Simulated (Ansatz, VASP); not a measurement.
**WS2: VASP beside Ansatz**

Contents of INCAR:

```
SYSTEM = WS2
PREC = Accurate
ENCUT = 520
EDIFF = 1E-6
ISMEAR = 0
SIGMA = 0.05
LREAL = .FALSE.
LASPH = .TRUE.
NELM = 100
ALGO = Normal
ISIF = 2
LWAVE = .FALSE.
LCHARG = .FALSE.
GGA = PS
NBANDS = 20
```

The input KPOINTS:

```
Automatic mesh
0
G
  12 12 2
  0 0 0
```

The input POSCAR:

```
WS2
1.0
    3.1835163552      0.0000000000      0.0000000000
   -1.5917581776      2.7570060369      0.0000000000
    0.0000000000      0.0000000000     16.9505778900
W S
1 2
Direct
    0.3333333333      0.6666666667      0.0000000000
    0.6535284225      0.3237154711      0.9079994900
    0.6798049108      0.3429511956      0.0920005100
```

Input for Ansatz:

```yaml
crystal:
  lattice:
    - [3.1835163552, 0.0, 0.0]
    - [-1.5917581776, 2.7570060369, 0.0]
    - [0.0, 0.0, 16.95057789]
  atoms:
    - { symbol: W, position: [0.3333333333, 0.6666666667, 0.0] }
    - { symbol: S, position: [0.6535284225, 0.3237154711, 0.90799949] }
    - { symbol: S, position: [0.6798049108, 0.3429511956, 0.09200051] }
basis:
  ecutwfc: 420
kpoints:
  mp_grid: { grid: [12, 12, 2] }
hamiltonian:
  xc: pbesol
scf:
  occupations: { method: gaussian, width: 0.05 }
output:
  forces: true
  stress: true
  eigenvalues: true
  write_density: true
  write_potential: true
  elf: true
  volumetric_format: npy
```

Change from the starting cell: mode 4 (289.9 1/cm) frozen in, largest displacement +0.037 Å.

Alike in both runs: task single point; functional PBEsol; k mesh 12 × 12 × 2; occupations gaussian, width 0.05 eV; no spin polarisation.

```csv
,VASP,Ansatz
version,VASP 6.6.1,Ansatz 0.2.0
potentials or method,"VASP PAW PBE potentials, release 64 (W_sv, S), cutoff 520 eV","scalar-relativistic, plane waves, PAW"
valence electrons in the cell,26,26
```

```csv
,VASP,Ansatz,Ansatz less VASP
gap on the k mesh at the Fermi level (eV),1.78,1.77,-0.013
least direct gap on the mesh (eV),1.78,1.78,-0.004
rms of the force components (eV/Å),0.180,0.183,+0.0022
```

VASP's potentials were made for PBE, not for PBEsol. Atom by atom the forces differ by 0.010 eV/Å (rms over components). With one functional, cell and mesh, what is left measures potentials, basis and numerics.

Spin-orbit coupling is off throughout.
